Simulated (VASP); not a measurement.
Set up this calculation in VASP 6.6.1, as the native input.

| Property | Result |
| --- | --- |
| Task | single point |
| Functional | PBE |
| Potentials or basis | VASP PAW PBE potentials, release 64 (Si, W_sv) |
| Cutoff | 520 eV |
| k mesh | 9 × 9 × 6 |
| Occupations | gaussian, width 0.03 eV |
| Spin | no spin polarisation |
| Dipole correction | no |
| Further INCAR settings | ALGO = Normal; EDIFF = 1e-06; NBANDS = 43 |

The structure of Si2W lies in POSCAR:

```
Si2W
1.0
    4.6646658316      0.0000000000      0.0000000000
   -2.3323329158      4.0397191103      0.0000000000
    0.0000000000      0.0000000000      6.5044100356
Si W
6 3
Direct
    0.8613670885      0.7227341769      0.5000000000
    0.1386329115      0.8613670885      0.8333333333
    0.7227341769      0.8613670885      0.1666666667
    0.1386329115      0.2772658231      0.5000000000
    0.8613670885      0.1386329115      0.8333333333
    0.2772658231      0.1386329115      0.1666666667
    0.0000000000      0.5000000000      0.1666666667
    0.5000000000      0.5000000000      0.8333333333
    0.5000000000      0.0000000000      0.5000000000
```

This cell differs from its parent crystal: atoms shifted along a free coordinate, c/a of the conventional cell at fixed volume 1.3944.

These files were run (other wordings do the same):

INCAR

```
PREC = Accurate
ENCUT = 520
EDIFF = 1E-6
ISMEAR = 0
SIGMA = 0.03
LREAL = F
LASPH = T
NELM = 80
ALGO = Normal
ISIF = 2
LWAVE = F
LCHARG = F
GGA = PE
NBANDS = 43
```

KPOINTS

```
Automatic mesh
0
Gamma
  9 9 6
```

Potentials or basis: VASP PAW PBE potentials, release 64 (Si, W_sv).

Run with:

```console
$ cat potpaw_PBE.64/Si/POTCAR potpaw_PBE.64/W_sv/POTCAR > POTCAR
$ mpirun -np 1 vasp_std > vasp.out
```

It gave:

| Item | Value |
| --- | --- |
| Pressure | 6.7 GPa |
| Largest force | 4.166 eV/Å |
| Band gap on the k mesh | zero (bands 33 and 34 overlap by 0.68 eV) |

Caveat: the cell stands under pressure; spin-orbit coupling is left out, which moves the levels of the heavy elements; forces of over 1 eV/Å act on the atoms, so gaps and moduli don't describe the material at rest.

Run time: 2.6 min on 1 thread of Intel(R) Xeon(R) Platinum 8375C CPU @ 2.90GHz (Ice Lake), with other jobs on the host, peak memory 0.35 GiB.
